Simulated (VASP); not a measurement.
A run of VASP 6.6.1 is set up as follows.

The input INCAR:

```
PREC     = Accurate       # precision mode
ENCUT    = 520            # plane-wave cutoff, eV
EDIFF    = 1E-6           # SCF threshold, eV
ISMEAR   = -1             # smearing method
SIGMA    = 0.05           # smearing width, eV
LREAL    = F              # projectors in reciprocal space
LASPH    = T              # aspherical terms in the spheres
NELM     = 100            # most SCF steps
ALGO     = Normal         # electronic algorithm
ISIF     = 2              # what is computed and relaxed
LWAVE    = F              # write WAVECAR
LCHARG   = F              # write CHGCAR
NBANDS   = 22             # bands
```

KPOINTS

```
Automatic mesh
0
Gamma
  11 11 5
```

The input POSCAR:

```
F
1.0
    2.4084557023     -1.5043562488      0.2473202060
    2.4084557023      1.5043562488      0.2473202060
   -0.7041011252      0.0000000000      5.9933249272
F
4
Direct
    0.8967117595      0.6044793703      0.1022110163
    0.3955206297      0.1032882405      0.3977889837
    0.1032882405      0.3955206297      0.8977889837
    0.6044793703      0.8967117595      0.6022110163
```

Potentials or basis: VASP PAW LDA potentials, release 64 (F).

The run is started by

```console
$ cat potpaw_LDA.64/F/POTCAR > POTCAR
$ mpirun -np 1 vasp_std > vasp.out
```

Question: What does it give for the band gap on the k mesh?

Answer: 2.76 eV, direct.

Question: What does it give for the pressure?

Answer: 4.7 GPa.

Question: What does it give for the largest force?

Answer: 1.312 eV/Å.

Forces on the atoms (eV/Å):
```
F   -0.131  0.608  1.156
F    0.131  0.608 -1.156
F    0.131 -0.608 -1.156
F   -0.131 -0.608  1.156
```

Caveat: forces of over 1 eV/Å act on the atoms, so gaps and moduli don't describe the material at rest. A k mesh can miss the band edges.
